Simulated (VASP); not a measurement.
Mg3H2: single point with PBE

Crystal: Mg3H2.

```xyz
5
Lattice="4.3699 0.0000 0.0000 0.0000 4.3699 0.0000 0.0000 0.0000 4.3699" Properties=species:S:1:pos:R:3 pbc="T T T"
Mg    0.0000    2.1849    2.1849
Mg    2.1849    0.0000    2.1849
Mg    2.1849    2.1849    0.0000
H     0.0000    0.0000    0.0000
H     2.1849    2.1849    2.1849
```

The cell was built from a structure type or drawn by symmetry, and may not be a known phase.

```json
{
  "Program": "VASP 6.6.1",
  "Task": "single point",
  "Functional": "PBE",
  "Potentials or basis": "VASP PAW PBE potentials, release 64 (Mg, H)",
  "Cutoff": "520 eV",
  "k mesh": "4 × 4 × 4",
  "Occupations": "gaussian, width 0.1 eV",
  "Spin": "no spin polarisation",
  "Dipole correction": "no",
  "Further INCAR settings": "ALGO = Normal; EDIFF = 1e-06; NBANDS = 12"
}
```

The pressure is -0.4 GPa and the band gap on the k mesh is zero (bands 4 and 5 overlap by 1.91 eV).

Levels at points of the mesh, in eV from the Fermi level:
```tsv
k point	band 2	band 3	band 4	band 5	band 6	band 7
(0.00, 0.00, 0.00)	-3.41	0.39	0.39	0.39	1.82	1.82
(0.50, 0.00, 0.00)	-5.02	-0.29	0.44	1.56	1.56	2.99
(0.50, 0.50, 0.00)	-3.62	-2.71	-2.71	2.47	2.55	2.67
(0.50, 0.50, 0.50)	-2.71	-1.12	-1.12	-1.12	-0.48	-0.48
```

It took 18 s on 1 thread of AMD EPYC 7R13, with other jobs on the host, peak memory 0.17 GiB.
